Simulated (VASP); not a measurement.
Here is a VASP 6.6.1 calculation.

File INCAR:

```
SYSTEM = AlN
ALGO = Normal ; EDIFF = 1E-7
ENCUT = 520 ; GGA = PE
ISIF = 2 ; ISMEAR = 0
LASPH = .TRUE. ; LCHARG = .FALSE.
LREAL = .FALSE. ; LWAVE = .FALSE.
NBANDS = 16 ; NELM = 80
PREC = Accurate ; SIGMA = 0.02
```

File KPOINTS:

```
k-points
0
G
  9 9 6
  0 0 0
```

File POSCAR:

```
AlN
1.0
    3.1883521698      0.0000000000      0.0000000000
   -1.5941760849      2.7611939752      0.0000000000
    0.0000000000      0.0000000000      5.1269294908
Al N
2 2
Direct
    0.3333333333      0.6666666667     -0.0004182775
    0.6666666667      0.3333333333      0.4995817225
    0.3333333333      0.6666666667      0.3804182775
    0.6666666667      0.3333333333      0.8804182775
```

Potentials or basis: VASP PAW PBE potentials, release 64 (Al, N).

Launch:

```bash
$ cat potpaw_PBE.64/Al/POTCAR potpaw_PBE.64/N/POTCAR > POTCAR
$ mpirun -np 1 vasp_std > vasp.out
```

(1) Predict the largest force.

(2) Predict the band gap on the k mesh.

Results:

(1) 0.006 eV/Å.

(2) 3.56 eV, direct.
